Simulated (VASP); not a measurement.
# CO2 (I-42d) in VASP: notebook

CO2 is run at these levels: PBE; tasks: single point, relaxation of shape and atoms at fixed volume.

Everything below comes from runs of VASP 6.6.1. Logs are shortened: lines on timing, memory, paths and dates and some standing lists are left out, and cuts for length are marked.

### 1 The cell of the first run

Symmetry: I-42d, No. 122, tetragonal system. Conventional cell: a = 4.016 Å, b = 4.016 Å, c = 6.005 Å, α = 90.00°, β = 90.00°, γ = 90.00°. C (site symmetry -4) has 4 O at 1.41 Å within 1.9 Å. Within 1.9 Å of O (site symmetry 2) lie 2 C at 1.41 Å.

### 2 Single point, PBE (8.07 Å³/atom)

The input, INCAR:

```
PREC = Accurate
ENCUT = 520
EDIFF = 1E-6
ISMEAR = 0
SIGMA = 0.02
LREAL = False
LASPH = True
NELM = 80
ALGO = Normal
ISIF = 2
LWAVE = False
LCHARG = False
GGA = PE
NBANDS = 25
```

The input, KPOINTS:

```
regular mesh
0
Gamma
  8 8 8
```

The input, POSCAR:

```
CO2
1.0
   -2.0081998743      2.0081998743      3.0025771623
    2.0081998743     -2.0081998743      3.0025771623
    2.0081998743      2.0081998743     -3.0025771623
C O
2 4
Direct
    0.0000000000      0.0000000000      0.0000000000
    0.7500000000      0.2500000000      0.5000000000
    0.3750000000      0.2843320294      0.4093320294
    0.7156679706      0.1250000000      0.0906679706
    0.8750000000      0.9656679706      0.5906679706
    0.0343320294      0.6250000000      0.9093320294
```

Potentials or basis: VASP PAW PBE potentials, release 64 (C, O).

Launch:

```console
cat potpaw_PBE.64/C/POTCAR potpaw_PBE.64/O/POTCAR > POTCAR
mpirun -np 1 vasp_std > vasp.out
```

OUTCAR:

```text
PREC = Accurate
   ENCUT = 520
   EDIFF = 1E-6
   ISMEAR = 0
   LREAL = False
   LASPH = True
   NELM = 80
   ISIF = 2
   GGA = PE

 ion  position               nearest neighbor table
   1  0.000  0.000  0.000-   3 1.41   4 1.41   5 1.41   6 1.41
   2  0.750  0.250  0.500-   3 1.41   4 1.41   5 1.41   6 1.41
   3  0.375  0.284  0.409-   1 1.41   2 1.41
   4  0.716  0.125  0.091-   1 1.41   2 1.41
   5  0.875  0.966  0.591-   1 1.41   2 1.41
   6  0.034  0.625  0.909-   1 1.41   2 1.41

  LATTYP: Found a body centered tetragonal cell.
 ALAT       =     4.0163997486
 C/A-ratio  =     1.4951585252

  Lattice vectors:

 A1 = (  -2.0081998743,   2.0081998743,   3.0025771623)
 A2 = (   2.0081998743,  -2.0081998743,   3.0025771623)
 A3 = (   2.0081998743,   2.0081998743,  -3.0025771623)

Analysis of symmetry for initial positions (statically):
=====================================================================
 Subroutine PRICEL returns:
 Original cell was already a primitive cell.

 Routine SETGRP: Setting up the symmetry group for a
 body centered tetragonal supercell.

 Subroutine GETGRP returns: Found  8 space group operations
 (whereof  4 operations were pure point group operations)
 out of a pool of 16 trial point group operations.

The static configuration has the point symmetry S_4 .
 The point group associated with its full space group is D_2d.

Analysis of symmetry for dynamics (positions and initial velocities):
=====================================================================
 Subroutine PRICEL returns:
 Original cell was already a primitive cell.

 Routine SETGRP: Setting up the symmetry group for a
 body centered tetragonal supercell.

 Subroutine GETGRP returns: Found  8 space group operations
 (whereof  4 operations were pure point group operations)
 out of a pool of 16 trial point group operations.

The dynamic configuration has the point symmetry S_4 .
 The point group associated with its full space group is D_2d.

 Subroutine INISYM returns: Found  8 space group operations
 (whereof  4 operations are pure point group operations),
 and found     1 'primitive' translations

----------------------------------------------------------------------------------------

                                     Primitive cell

  volume of cell :      48.4360

  direct lattice vectors                    reciprocal lattice vectors
    -2.008199874  2.008199874  3.002577162     0.000000000  0.248979201  0.166523614
     2.008199874 -2.008199874  3.002577162     0.248979201  0.000000000  0.166523614
     2.008199874  2.008199874 -3.002577162     0.248979201  0.248979201  0.000000000

  length of vectors
     4.132941215  4.132941215  4.132941215     0.299534233  0.299534233  0.352109763

  position of ions in fractional coordinates (direct lattice)
     0.000000000  0.000000000  0.000000000
     0.750000000  0.250000000  0.500000000
     0.375000000  0.284332029  0.409332029
     0.715667971  0.125000000  0.090667971
     0.875000000  0.965667971  0.590667971
     0.034332029  0.625000000  0.909332029

  ion indices of the primitive-cell ions
   primitive index   ion index
                 1           1
                 2           2
                 3           3
                 4           4
                 5           5
                 6           6

----------------------------------------------------------------------------------------

 KPOINTS: regular mesh

Automatic generation of k-mesh.
 Grid dimensions read from file:
 generate k-points for:    8    8    8

 Generating k-lattice:

  Cartesian coordinates                     Fractional coordinates (reciprocal lattice)
     0.000000000  0.031122400  0.020815452     0.125000000  0.000000000  0.000000000
     0.031122400  0.000000000  0.020815452     0.000000000  0.125000000  0.000000000
     0.031122400  0.031122400  0.000000000     0.000000000  0.000000000  0.125000000

  Length of vectors
     0.037441779  0.037441779  0.044013720

  Shift w.r.t. Gamma in fractional coordinates (k-lattice)
     0.000000000  0.000000000  0.000000000

 Subroutine IBZKPT returns following result:
 ===========================================

 Found     59 irreducible k-points:

 Following reciprocal coordinates:
            Coordinates               Weight
  0.000000  0.000000  0.000000      1.000000
  0.125000  0.000000  0.000000      8.000000
  0.250000  0.000000  0.000000      8.000000
  0.375000  0.000000  0.000000      8.000000
  0.500000  0.000000  0.000000      4.000000
  0.125000  0.125000  0.000000      8.000000
[... 16 lines left out ...]
  0.250000  0.125000  0.125000     16.000000
  0.375000  0.125000  0.125000      8.000000
 [... further k-points ...]
   k-points           NKPTS =     59   k-points in BZ     NKDIM =     59   number of bands    NBANDS=     25
   number of dos      NEDOS =    301   number of ions     NIONS =      6
   total plane-waves  NPLWV =  32768
   dimension x,y,z NGX =    32 NGY =   32 NGZ =   32
   dimension x,y,z NGXF=    64 NGYF=   64 NGZF=   64
   ions per type =               2   4
   NGX,Y,Z   is equivalent  to a cutoff of  12.87, 12.87, 12.87 a.u.
   NGXF,Y,Z  is equivalent  to a cutoff of  25.74, 25.74, 25.74 a.u.
 SYSTEM =  unknown system
   PREC   = accura    normal or accurate (medium, high low for compatibility)
   ISTART =      0    job   : 0-new  1-cont  2-samecut
   ICHARG =      2    charge: 1-file 2-atom 10-const
   ISPIN  =      1    spin polarized calculation?
   LNONCOLLINEAR =      F non collinear calculations
   LSORBIT =      F    spin-orbit coupling
   LASPH  =      T    aspherical Exc in radial PAW
   ENCUT  =  520.0 eV  38.22 Ry    6.18 a.u.   7.68  7.68  7.68*2*pi/ulx,y,z
   NELM   =     80;   NELMIN=  2; NELMDL= -5     # of ELM steps
   EDIFF  = 0.1E-05   stopping-criterion for ELM
   LREAL  =      F    real-space projection
   EDIFFG = 0.1E-04   stopping-criterion for IOM
   NSW    =      0    number of steps for IOM
   IBRION =     -1    ionic relax: 0-MD 1-quasi-New 2-CG
   NFREE  =      0    steps in history (QN), initial steepest desc. (CG)
   ISIF   =      2    stress and relaxation
   ISYM   =      2    0-nonsym 1-usesym 2-fastsym
   POTIM  = 0.5000    time-step for ionic-motion
   TEBEG  =    0.0;   TEEND  =   0.0 temperature during run
   PSTRESS=    0.0 pullay stress
   NELECT =      32.0000    total number of electrons
   NUPDOWN=      -1.0000    fix difference up-down
   EMIN   =  10.00;   EMAX   =-10.00  energy-range for DOS
   EFERMI =   0.00;   METHOD = LEGACY
   ISMEAR =     0;   SIGMA  =   0.02  broadening in eV -4-tet -1-fermi 0-gaus
   EFERMI_NEDOS =   21; number of points for ismear=-14 and -15
   IALGO  =     38    algorithm
   IMIX   =      4    mixing-type and parameters
     AMIX     =   0.40;   BMIX     =  1.00
     AMIX_MAG =   1.60;   BMIX_MAG =  1.00
  volume/ion in A,a.u.               =       8.07        54.48
  Fermi-wavevector in a.u.,A,eV,Ry     =   1.425833  2.694435 27.660660  2.033001
  Thomas-Fermi vector in A             =   2.546175
   LORBIT       =      0    0 simple, 1 ext, 2 COOP (PROOUT), +10 PAW based schemes
   GGA     = PE    functional components
   LHFCALC =     F    Hartree Fock is set to
   AEXX    =    0.0000 exact exchange contribution
   IVDW    =     0    specifies the selected vdW correction
   LEPSILON=     F    determine dielectric tensor
   LRPA    =     F    only Hartree local field effects (RPA)
 non-spin polarized calculation
 Gauss-broadening in eV      SIGMA  =   0.02
  energy-cutoff  :      520.00
  volume of cell :       48.44
 maximum number of plane-waves:      1331
   NGX = 15   NGY = 15   NGZ = 15

 number of electron      31.9999994 magnetization

 Free energy of the ion-electron system (eV)
  ---------------------------------------------------
  ext. energy  EPLUGINS =         0.00000000
  ---------------------------------------------------
  free energy    TOTEN  =       -43.42099228 eV

  energy without entropy =      -43.42099228  energy(sigma->0) =      -43.42099228

 E-fermi :   1.9879     XC(G=0): -10.8756

 val. band max:        1.8160303031   @ k =   0.5000   0.5000   0.5000
 cond. band min:       9.3951160620   @ k =   0.0000   0.0000   0.0000
 fundamental gap:      7.5790857589
 Fermi energy:         1.9879224206

 k-point     1 :       0.0000    0.0000    0.0000
  band No.  band energies     occupation
      1     -21.9629      2.00000
      2     -17.0332      2.00000
      3     -17.0332      2.00000
      4     -16.3691      2.00000
      5     -12.7428      2.00000
      6      -7.7149      2.00000
[... 17 lines left out ...]
     24      16.8316      0.00000
     25      16.8316      0.00000

 k-point     2 :       0.1250    0.0000    0.0000
  band No.  band energies     occupation
      1     -21.8662      2.00000
      2     -17.2605      2.00000
      3     -17.0562      2.00000
      4     -16.5005      2.00000
      5     -12.4171      2.00000
      6      -7.7015      2.00000
[... 17 lines left out ...]
     24      16.7215      0.00000
     25      16.9239      0.00000

 k-point     3 :       0.2500    0.0000    0.0000
  band No.  band energies     occupation
      1     -21.5941      2.00000
      2     -17.9059      2.00000
      3     -17.1045      2.00000
      4     -16.6446      2.00000
      5     -11.7455      2.00000
      6      -7.6949      2.00000
[... 552 lines left out ...]
 k-point    23 :       0.2500    0.1250    0.1250
  band No.  band energies     occupation
      1     -20.9782      2.00000
      2     -18.9610      2.00000
      3     -17.1782      2.00000
      4     -16.8112      2.00000
      5     -10.7453      2.00000
      6      -8.3639      2.00000
[... 17 lines left out ...]
     24      16.1592      0.00000
     25      16.6289      0.00000

 k-point    24 :       0.3750    0.1250    0.1250
  band No.  band energies     occupation
      1     -20.7523      2.00000
      2     -19.2705      2.00000
      3     -17.1901      2.00000
      4     -16.8557      2.00000
      5     -10.5010      2.00000
      6      -8.4071      2.00000
[... 17 lines left out ...]
     24      15.9389      0.00000
     25      16.6708      0.00000

 [... further k-points ...]

------------------------ aborting loop because EDIFF is reached ----------------------------------------

  FORCE on cell =-STRESS in cart. coord.  units (eV):
  Direction    XX          YY          ZZ          XY          YZ          ZX
  --------------------------------------------------------------------------------------
  -------------------------------------------------------------------------------------
  Total       -0.7635565     -0.7635565     -0.8307153      0.0000000      0.0000000      0.0000000
  in kB      -25.2571146    -25.2571146    -27.4786088      0.0000000      0.0000000      0.0000000
  external PRESSURE =     -25.9976126 kB  Pullay stress =       0.0000000 kB

 VOLUME and BASIS-vectors are now :
 -----------------------------------------------------------------------------
  energy-cutoff  :      520.00
  volume of cell :       48.44
      direct lattice vectors                 reciprocal lattice vectors
    -2.008199874  2.008199874  3.002577162     0.000000000  0.248979201  0.166523614
     2.008199874 -2.008199874  3.002577162     0.248979201  0.000000000  0.166523614
     2.008199874  2.008199874 -3.002577162     0.248979201  0.248979201  0.000000000

 POSITION                                       TOTAL-FORCE (eV/Angst)
 -----------------------------------------------------------------------------------
      0.00000      0.00000      0.00000         0.000000     -0.000000      0.000000
      0.00000      2.00820      1.50129         0.000000      0.000000     -0.000000
      0.63994      1.00410      0.75064         0.070174     -0.000000      0.000000
     -1.00410      1.36826      2.25193         0.000000     -0.070174     -0.000000
      1.36826      1.00410      3.75322        -0.070174      0.000000     -0.000000
      3.01230      0.63994     -0.75064        -0.000000      0.070174      0.000000
 -----------------------------------------------------------------------------------
    total drift:                                0.000003      0.000003      0.000004

  FREE ENERGIE OF THE ION-ELECTRON SYSTEM (eV)
  ---------------------------------------------------
  free  energy   TOTEN  =       -43.4209922807 eV

  energy  without entropy=      -43.4209922807  energy(sigma->0) =      -43.42099228
```

It took 46 s on 1 thread of Intel Xeon Platinum 8259CL at 2.50GHz (Skylake/Cascade Lake), shared host; peak memory 0.2 GiB.

What came out:

- Free energy: -43.4210 eV
- Pressure: -2.6 GPa
- Largest force: 0.070 eV/Å
- Band gap on the k mesh: 7.58 eV (least direct gap 7.99 eV)

Forces on the atoms (eV/Å):
```
C    0.000  0.000  0.000
C    0.000  0.000  0.000
O    0.070  0.000  0.000
O    0.000 -0.070  0.000
O   -0.070  0.000  0.000
O    0.000  0.070  0.000
```

[end of part 1 of 2]
